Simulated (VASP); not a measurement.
Input of a VASP 6.6.1 run:

File POSCAR:

```
Si
1.0
    3.8313174605      0.0000000000      0.0000000000
   -1.9156587303      3.3180182508      0.0000000000
    0.0000000000      0.0000000000      6.0793171202
Si
4
Direct
    0.3333333333      0.6666666667      0.0630095000
    0.6666666667      0.3333333333      0.5630095000
    0.3333333333      0.6666666667      0.4369905000
    0.6666666667      0.3333333333      0.9369905000
```

INCAR.step1

```
  PREC = Accurate
  ENCUT = 520
  ISMEAR = 0
  SIGMA = 0.05
  LREAL = F
  LASPH = T
  NELM = 100
  NBANDS = 16
  GGA = PE
  ALGO = Normal
  EDIFF = 1E-4
  LWAVE = T
  LCHARG = F
```

Contents of INCAR.step2:

```
  PREC = Accurate
  ENCUT = 520
  EDIFF = 1E-6
  ISMEAR = 0
  SIGMA = 0.05
  LREAL = F
  LASPH = T
  NELM = 100
  ALGO = Normal
  ISIF = 2
  LWAVE = F
  LCHARG = F
  METAGGA = R2SCAN
  LMIXTAU = T
  NBANDS = 16
  ISTART = 1
```

File KPOINTS:

```
regular mesh
0
Gamma
  12 12 6
```

Potentials or basis: VASP PAW PBE potentials, release 64 (Si).

Launch:

```console
$ cat potpaw_PBE.64/Si/POTCAR > POTCAR
$ cp INCAR.step1 INCAR
$ mpirun -np 1 vasp_std > vasp.out
$ cp INCAR.step2 INCAR
$ mpirun -np 1 vasp_std > vasp.out
```

(1) Estimate the pressure.

(2) Predict the largest force.

(3) What does it give for the band gap on the k mesh?

## Answers

(1) 4.6 GPa.

(2) 0.561 eV/Å.

(3) 0.32 eV (least direct gap 0.99 eV).

Caveat: the cell differs from its parent crystal (strain +0.000 along x and y, -0.040 along z); the cell stands under pressure; the PAW data sets were made with another functional, which shifts forces and pressure a little.
